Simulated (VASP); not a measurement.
# Mo (Pm-3m) in VASP: a series of runs

Mo is run at these levels: BLYP; tasks: single point.

Program: VASP 6.6.1. These are calculated values, not measurements. Logs are shortened: lines on timing, memory, paths and dates and some standing lists are left out, and cuts for length are marked.

## 1. The cell of the first run

It takes space group Pm-3m (No. 221, cubic). The conventional cell has a = 2.643 Å, b = 2.643 Å, c = 2.643 Å, α = 90.00°, β = 90.00°, γ = 90.00°. Within 3.5 Å of Mo (site symmetry m-3m) lie 6 Mo at 2.64 Å.

## 2. Single point, BLYP

Contents of INCAR:

```
SYSTEM = Mo
  AGGAC = 1.0
  AGGAX = 1.0
  ALDAC = 0.0
  ALDAX = 1.0
  ALGO = Normal
  EDIFF = 1E-7
  ENCUT = 520
  GGA = B5
  ISIF = 2
  ISMEAR = -1
  LASPH = .TRUE.
  LCHARG = .FALSE.
  LREAL = .FALSE.
  LWAVE = .FALSE.
  NBANDS = 13
  NELM = 100
  PREC = Accurate
  SIGMA = 0.1
```

Contents of KPOINTS:

```
k-points
0
G
  12 12 12
  0 0 0
```

Contents of POSCAR:

```
Mo
1.0
    2.6427200497      0.0000000000      0.0000000000
    0.0000000000      2.6427200497      0.0000000000
    0.0000000000      0.0000000000      2.6427200497
Mo
1
Direct
    0.0000000000      0.0000000000      0.0000000000
```

Potentials or basis: VASP PAW PBE potentials, release 64 (Mo_sv).

Launch:

```
$ cat potpaw_PBE.64/Mo_sv/POTCAR > POTCAR
$ mpirun -np 1 vasp_std > vasp.out
```

OUTCAR:

```text
SYSTEM = Mo
   EDIFF = 1E-7
   ENCUT = 520
   GGA = B5
   ISIF = 2
   ISMEAR = -1
   LASPH = .TRUE.
   LREAL = .FALSE.
   NELM = 100
   PREC = Accurate

 ion  position               nearest neighbor table
   1  0.000  0.000  0.000-

  LATTYP: Found a simple cubic cell.
 ALAT       =     2.6427200497

  Lattice vectors:

 A1 = (   2.6427200497,   0.0000000000,   0.0000000000)
 A2 = (   0.0000000000,   2.6427200497,   0.0000000000)
 A3 = (   0.0000000000,   0.0000000000,   2.6427200497)

Analysis of symmetry for initial positions (statically):
=====================================================================
 Subroutine PRICEL returns:
 Original cell was already a primitive cell.

 Routine SETGRP: Setting up the symmetry group for a
 simple cubic supercell.

 Subroutine GETGRP returns: Found 48 space group operations
[... 9 lines left out ...]

 Routine SETGRP: Setting up the symmetry group for a
 simple cubic supercell.

 Subroutine GETGRP returns: Found 48 space group operations
[... 11 lines left out ...]
                                     Primitive cell

  volume of cell :      18.4567

  direct lattice vectors                    reciprocal lattice vectors
     2.642720050  0.000000000  0.000000000     0.378398007  0.000000000  0.000000000
     0.000000000  2.642720050  0.000000000     0.000000000  0.378398007  0.000000000
     0.000000000  0.000000000  2.642720050     0.000000000  0.000000000  0.378398007

  length of vectors
     2.642720050  2.642720050  2.642720050     0.378398007  0.378398007  0.378398007

  position of ions in fractional coordinates (direct lattice)
     0.000000000  0.000000000  0.000000000

  ion indices of the primitive-cell ions
   primitive index   ion index
                 1           1

----------------------------------------------------------------------------------------

 KPOINTS: k-points

Automatic generation of k-mesh.
 Grid dimensions read from file:
 generate k-points for:   12   12   12

 Generating k-lattice:

  Cartesian coordinates                     Fractional coordinates (reciprocal lattice)
     0.031533167  0.000000000  0.000000000     0.083333333  0.000000000  0.000000000
     0.000000000  0.031533167  0.000000000     0.000000000  0.083333333  0.000000000
     0.000000000  0.000000000  0.031533167     0.000000000  0.000000000  0.083333333

  Length of vectors
     0.031533167  0.031533167  0.031533167

  Shift w.r.t. Gamma in fractional coordinates (k-lattice)
     0.000000000  0.000000000  0.000000000

 Subroutine IBZKPT returns following result:
 ===========================================

 Found     84 irreducible k-points:

 Following reciprocal coordinates:
            Coordinates               Weight
  0.000000  0.000000  0.000000      1.000000
  0.083333  0.000000  0.000000      6.000000
  0.166667  0.000000  0.000000      6.000000
  0.250000  0.000000  0.000000      6.000000
  0.333333  0.000000  0.000000      6.000000
  0.416667  0.000000  0.000000      6.000000
[... 16 lines left out ...]
  0.333333  0.333333  0.000000     12.000000
  0.416667  0.333333  0.000000     24.000000
 [... further k-points ...]
   k-points           NKPTS =     84   k-points in BZ     NKDIM =     84   number of bands    NBANDS=     13
   number of dos      NEDOS =    301   number of ions     NIONS =      1
   total plane-waves  NPLWV =   8000
   dimension x,y,z NGX =    20 NGY =   20 NGZ =   20
   dimension x,y,z NGXF=    40 NGYF=   40 NGZF=   40
   ions per type =               1
   NGX,Y,Z   is equivalent  to a cutoff of  12.58, 12.58, 12.58 a.u.
   NGXF,Y,Z  is equivalent  to a cutoff of  25.16, 25.16, 25.16 a.u.
 SYSTEM =  Mo
   PREC   = accura    normal or accurate (medium, high low for compatibility)
   ISTART =      0    job   : 0-new  1-cont  2-samecut
   ICHARG =      2    charge: 1-file 2-atom 10-const
   ISPIN  =      1    spin polarized calculation?
   LNONCOLLINEAR =      F non collinear calculations
   LSORBIT =      F    spin-orbit coupling
   LASPH  =      T    aspherical Exc in radial PAW
   ENCUT  =  520.0 eV  38.22 Ry    6.18 a.u.   4.91  4.91  4.91*2*pi/ulx,y,z
   NELM   =    100;   NELMIN=  2; NELMDL= -5     # of ELM steps
   EDIFF  = 0.1E-06   stopping-criterion for ELM
   LREAL  =      F    real-space projection
   EDIFFG = 0.1E-05   stopping-criterion for IOM
   NSW    =      0    number of steps for IOM
   IBRION =     -1    ionic relax: 0-MD 1-quasi-New 2-CG
   NFREE  =      0    steps in history (QN), initial steepest desc. (CG)
   ISIF   =      2    stress and relaxation
   ISYM   =      2    0-nonsym 1-usesym 2-fastsym
   POTIM  = 0.5000    time-step for ionic-motion
   TEBEG  =    0.0;   TEEND  =   0.0 temperature during run
   PSTRESS=    0.0 pullay stress
   NELECT =      14.0000    total number of electrons
   NUPDOWN=      -1.0000    fix difference up-down
   EMIN   =  10.00;   EMAX   =-10.00  energy-range for DOS
   EFERMI =   0.00;   METHOD = LEGACY
   ISMEAR =    -1;   SIGMA  =   0.10  broadening in eV -4-tet -1-fermi 0-gaus
   EFERMI_NEDOS =   21; number of points for ismear=-14 and -15
   IALGO  =     38    algorithm
   IMIX   =      4    mixing-type and parameters
     AMIX     =   0.40;   BMIX     =  1.00
     AMIX_MAG =   1.60;   BMIX_MAG =  1.00
  volume/ion in A,a.u.               =      18.46       124.55
  Fermi-wavevector in a.u.,A,eV,Ry     =   1.493022  2.821403 30.328967  2.229116
  Thomas-Fermi vector in A             =   2.605476
   LORBIT       =      0    0 simple, 1 ext, 2 COOP (PROOUT), +10 PAW based schemes
   GGA     = B5    functional components
   LHFCALC =     F    Hartree Fock is set to
   AEXX    =    0.0000 exact exchange contribution
   IVDW    =     0    specifies the selected vdW correction
   LEPSILON=     F    determine dielectric tensor
   LRPA    =     F    only Hartree local field effects (RPA)
 non-spin polarized calculation
  energy-cutoff  :      520.00
  volume of cell :       18.46
 maximum number of plane-waves:       512
 NGX is ok and might be reduce to    20
   NGX =  9   NGY =  9   NGZ =  9

 number of electron      14.0000006 magnetization

 Free energy of the ion-electron system (eV)
  ---------------------------------------------------
  ext. energy  EPLUGINS =         0.00000000
  ---------------------------------------------------
  free energy    TOTEN  =        -8.59515648 eV

  energy without entropy =       -8.56140817  energy(sigma->0) =       -8.57828232

 E-fermi :  10.4682     XC(G=0): -11.6802

 val. band max:       10.4549554208   @ k =   0.3333   0.3333   0.1667
 cond. band min:      10.5004412670   @ k =   0.4167   0.3333   0.1667
 fundamental gap:      0.0454858462
 Fermi energy:        10.4682385877

 k-point     1 :       0.0000    0.0000    0.0000
  band No.  band energies     occupation
      1     -50.3637      2.00000
      2     -23.8606      2.00000
      3     -23.8606      2.00000
      4     -23.8606      2.00000
      5       4.4187      2.00000
      6       6.5922      2.00000
      7       6.5923      2.00000
      8      14.0621      0.00000
      9      14.0621      0.00000
     10      14.0621      0.00000
     11      25.7419      0.00000
     12      25.7419      0.00000
     13      25.7419      0.00000

 k-point     2 :       0.0833    0.0000    0.0000
  band No.  band energies     occupation
      1     -50.3527      2.00000
      2     -23.9526      2.00000
      3     -23.8528      2.00000
      4     -23.8528      2.00000
      5       4.6188      2.00000
      6       6.6416      2.00000
      7       6.8146      2.00000
      8      13.7991      0.00000
      9      13.7991      0.00000
     10      14.0815      0.00000
     11      24.7380      0.00000
     12      26.1410      0.00000
     13      26.1410      0.00000

 k-point     3 :       0.1667    0.0000    0.0000
  band No.  band energies     occupation
      1     -50.3225      2.00000
      2     -24.1992      2.00000
      3     -23.8314      2.00000
      4     -23.8314      2.00000
      5       5.1314      2.00000
      6       6.7798      2.00000
      7       7.4957      2.00000
      8      13.1504      0.00000
      9      13.1504      0.00000
     10      14.1347      0.00000
     11      22.8162      0.00000
     12      27.1728      0.00000
     13      27.1728      0.00000

 k-point     4 :       0.2500    0.0000    0.0000
  band No.  band energies     occupation
      1     -50.2808      2.00000
      2     -24.5257      2.00000
      3     -23.8021      2.00000
      4     -23.8021      2.00000
      5       5.7827      2.00000
      6       6.9772      2.00000
      7       8.5789      2.00000
      8      12.3846      0.00000
      9      12.3846      0.00000
     10      14.2085      0.00000
     11      20.9913      0.00000
     12      27.5752      0.00000
     13      28.5078      0.00000

 k-point     5 :       0.3333    0.0000    0.0000
  band No.  band energies     occupation
      1     -50.2388      2.00000
      2     -24.8413      2.00000
      3     -23.7725      2.00000
      4     -23.7725      2.00000
      5       6.4412      2.00000
      6       7.1855      2.00000
      7       9.7729      1.99809
      8      11.7155      0.00001
      9      11.7155      0.00001
     10      14.2836      0.00000
     11      19.6974      0.00000
     12      26.1137      0.00000
     13      29.8562      0.00000
[... 257 lines left out ...]
 k-point    22 :       0.5000    0.2500    0.0000
  band No.  band energies     occupation
      1     -50.1162      2.00000
      2     -25.0580      2.00000
      3     -24.3744      2.00000
      4     -23.6874      2.00000
      5       7.2704      2.00000
      6       7.7858      2.00000
      7      10.3079      1.66511
      8      11.4006      0.00018
      9      12.8820      0.00000
     10      14.4660      0.00000
     11      18.7766      0.00000
     12      26.2267      0.00000
     13      27.3429      0.00000

 k-point    23 :       0.3333    0.3333    0.0000
  band No.  band energies     occupation
      1     -50.1170      2.00000
      2     -24.7290      2.00000
      3     -24.7054      2.00000
      4     -23.6879      2.00000
      5       6.9064      2.00000
      6       7.8067      2.00000
      7      11.5738      0.00003
      8      12.0253      0.00000
      9      12.2207      0.00000
     10      12.8028      0.00000
     11      20.2800      0.00000
     12      24.1380      0.00000
     13      27.5635      0.00000

 k-point    24 :       0.4167    0.3333    0.0000
  band No.  band energies     occupation
      1     -50.0867      2.00000
      2     -24.9346      2.00000
      3     -24.6863      2.00000
      4     -23.6670      2.00000
      5       6.5441      2.00000
      6       7.9723      2.00000
      7      11.6935      0.00001
      8      12.1606      0.00000
      9      12.2332      0.00000
     10      14.3176      0.00000
     11      19.1261      0.00000
     12      24.8035      0.00000
     13      26.9182      0.00000

 [... further k-points ...]
[... 5 lines left out ...]
  --------------------------------------------------------------------------------------
  -------------------------------------------------------------------------------------
  Total        0.0794162      0.0794162      0.0794162      0.0000000     -0.0000000      0.0000000
  in kB        6.8939237      6.8939237      6.8939237      0.0000000     -0.0000000      0.0000000
  external PRESSURE =       6.8939237 kB  Pullay stress =       0.0000000 kB

 VOLUME and BASIS-vectors are now :
 -----------------------------------------------------------------------------
  energy-cutoff  :      520.00
  volume of cell :       18.46
      direct lattice vectors                 reciprocal lattice vectors
     2.642720050  0.000000000  0.000000000     0.378398007  0.000000000  0.000000000
     0.000000000  2.642720050  0.000000000     0.000000000  0.378398007  0.000000000
     0.000000000  0.000000000  2.642720050     0.000000000  0.000000000  0.378398007

 POSITION                                       TOTAL-FORCE (eV/Angst)
 -----------------------------------------------------------------------------------
      0.00000      0.00000      0.00000         0.000000      0.000000      0.000000
 -----------------------------------------------------------------------------------
    total drift:                                0.000000      0.000000      0.000000

  FREE ENERGIE OF THE ION-ELECTRON SYSTEM (eV)
  ---------------------------------------------------
  free  energy   TOTEN  =        -8.5951564810 eV

  energy  without entropy=       -8.5614081679  energy(sigma->0) =       -8.57828232
```

Run time: 9.6 s. Hardware: 1 thread of Intel Xeon Platinum 8559C (Emerald Rapids), shared host; peak memory 0.13 GiB.

Results:

- Free energy: -8.5952 eV
- Pressure: 0.7 GPa
- Band gap on the k mesh: zero (band 7 reaches 11.78 eV, above the bottom of band 8 at 9.81 eV)

Caveat: the PAW data sets were made with another functional, which shifts forces and pressure a little.

## 3. Single point, BLYP

Contents of INCAR:

```
PREC = Accurate ; ENCUT = 520
EDIFF = 1E-6 ; ISMEAR = -1
SIGMA = 0.1 ; LREAL = False
LASPH = True ; NELM = 60
ALGO = Normal ; ISIF = 2
LWAVE = False ; LCHARG = True
GGA = B5 ; ALDAX = 1.0
AGGAX = 1.0 ; AGGAC = 1.0
ALDAC = 0.0 ; LELF = True
LVHAR = True ; NBANDS = 13
```

Contents of KPOINTS:

```
Automatic mesh
0
Gamma
  13 13 13
```

POSCAR is that of step 2.

Potentials or basis: VASP PAW PBE potentials, release 64 (Mo_sv).

Launch:

```
$ cat potpaw_PBE.64/Mo_sv/POTCAR > POTCAR
$ mpirun -np 1 vasp_std > vasp.out
```

Run time: 9.1 s. Hardware: 1 thread of Intel Xeon Platinum 8559C (Emerald Rapids), shared host; peak memory 0.13 GiB.

Results (log left out):

```
Free energy            : -8.6042 eV
Pressure               : -0.1 GPa
Band gap on the k mesh : zero (band 7 reaches 11.85 eV, above the bottom of band 8 at 9.93 eV)
```

Levels at points of the mesh, in eV from the Fermi level:
```csv
k point,band 5,band 6,band 7,band 8,band 9,band 10
"(0.00, 0.00, 0.00)",-6.11,-3.94,-3.94,3.54,3.54,3.54
```

Caveat: the PAW data sets were made with another functional, which shifts forces and pressure a little.

## 4. Single point, BLYP (volume scaled by 1.04)

Contents of INCAR:

```
AGGAC = 1.0 ; AGGAX = 1.0
ALDAC = 0.0 ; ALDAX = 1.0
ALGO = Normal ; EDIFF = 1E-7
ENCUT = 520 ; GGA = B5
ISIF = 2 ; ISMEAR = -1
LASPH = T ; LCHARG = F
LREAL = F ; LWAVE = F
NBANDS = 13 ; NELM = 60
PREC = Accurate ; SIGMA = 0.1
```

Contents of KPOINTS:

```
k-points
0
Gamma
  13 13 13
```

Contents of POSCAR:

```
Mo
1.0
    2.6774966701      0.0000000000      0.0000000000
    0.0000000000      2.6774966701      0.0000000000
    0.0000000000      0.0000000000      2.6774966701
Mo
1
Direct
    0.0000000000      0.0000000000      0.0000000000
```

Launch:

```
$ cat potpaw_PBE.64/Mo_sv/POTCAR > POTCAR
$ mpirun -np 1 vasp_std > vasp.out
```

Wall time 9.7 s (1 thread of Intel Xeon Platinum 8559C (Emerald Rapids), shared host); peak memory 0.13 GiB.

Results (log left out):

```
Free energy            : -8.5894 eV
Pressure               : -6.2 GPa
Band gap on the k mesh : zero (band 7 reaches 11.25 eV, above the bottom of band 8 at 9.39 eV)
```

Levels at points of the mesh, in eV from the Fermi level:
```
           k point  band 4  band 5  band 6  band 7  band 8  band 9  band 10  band 11
(0.00, 0.00, 0.00)  -34.45   -5.98   -3.75   -3.75    3.34    3.34     3.34    14.89
```

Caveat: the PAW data sets were made with another functional, which shifts forces and pressure a little.

## 5. Single point, BLYP (volume scaled by 1.08)

Contents of INCAR:

```
SYSTEM = Mo
PREC = Accurate
ENCUT = 520
EDIFF = 1E-6
ISMEAR = -1
SIGMA = 0.1
LREAL = .FALSE.
LASPH = .TRUE.
NELM = 100
ALGO = Normal
ISIF = 2
LWAVE = .FALSE.
LCHARG = .FALSE.
GGA = B5
ALDAX = 1.0
AGGAX = 1.0
AGGAC = 1.0
ALDAC = 0.0
NBANDS = 13
```

Contents of KPOINTS:

```
Automatic mesh
0
G
  13 13 13
  0 0 0
```

Contents of POSCAR:

```
Mo
1.0
    2.7113926313      0.0000000000      0.0000000000
    0.0000000000      2.7113926313      0.0000000000
    0.0000000000      0.0000000000      2.7113926313
Mo
1
Direct
    0.0000000000      0.0000000000      0.0000000000
```

Launch:

```
$ cat potpaw_PBE.64/Mo_sv/POTCAR > POTCAR
$ mpirun -np 1 vasp_std > vasp.out
```

Run time: 9.3 s. Hardware: 1 thread of Intel Xeon Platinum 8559C (Emerald Rapids), shared host; peak memory 0.13 GiB.

It converged, with:

- Free energy: -8.5491 eV
- Pressure: -11.2 GPa
- Band gap on the k mesh: zero (band 7 reaches 10.70 eV, above the bottom of band 8 at 8.91 eV)

Levels at points of the mesh, in eV from the Fermi level:
```tsv
k point	band 5	band 6	band 7	band 8	band 9	band 10
(0.00, 0.00, 0.00)	-5.85	-3.57	-3.57	3.17	3.17	3.17
```

Caveat: the PAW data sets were made with another functional, which shifts forces and pressure a little.

(Part 1 of 2 ends here.)
